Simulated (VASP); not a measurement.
A run of VASP 6.6.1 is set up as follows.

Contents of INCAR:

```
  PREC = Accurate
  ENCUT = 600
  EDIFF = 1E-7
  ISMEAR = 0
  SIGMA = 0.1
  LREAL = F
  LASPH = T
  NELM = 100
  ALGO = Normal
  ISIF = 3
  LWAVE = F
  LCHARG = F
  GGA = PE
  IBRION = 2
  NSW = 100
  EDIFFG = -0.01
```

Contents of KPOINTS:

```
regular mesh
0
Gamma
  6 6 6
```

POSCAR

```
Te3As5
1.0
    5.8268798136      0.0000000000      0.0000000000
    0.0000000000      5.8268798136      0.0000000000
    0.0000000000      0.0000000000      5.8268798136
Te As
3 5
Direct
    0.5000000000      0.0000000000      0.0000000000
    0.0000000000      0.5000000000      0.0000000000
    0.0000000000      0.0000000000      0.5000000000
    0.0000000000      0.5000000000      0.5000000000
    0.5000000000      0.0000000000      0.5000000000
    0.5000000000      0.5000000000      0.0000000000
    0.0000000000      0.0000000000      0.0000000000
    0.5000000000      0.5000000000      0.5000000000
```

Potentials or basis: VASP PAW PBE potentials, release 64 (Te, As).

Run with:

```console
$ cat potpaw_PBE.64/Te/POTCAR potpaw_PBE.64/As/POTCAR > POTCAR
$ mpirun -np 1 vasp_std > vasp.out
```

Problem. Predict the space group after relaxing (to 0.05 Å).

Solution. Pm-3m (No. 221).

Problem. Predict the relaxed cell.

Solution. a = 5.833 Å, b = 5.833 Å, c = 5.833 Å, α = 90.00°, β = 90.00°, γ = 90.00°.

Step by step:
| step | energy change (eV) | largest force (eV/Å) | pressure (GPa) | volume (Å³) |
| --- | --- | --- | --- | --- |
| 1 | 0.0000 | 0.0000 | 0.23 | 197.84 |
| 2 | -0.0003 | 0.0000 | -0.11 | 198.85 |
| 3 | -0.0005 | 0.0000 | 0.01 | 198.50 |
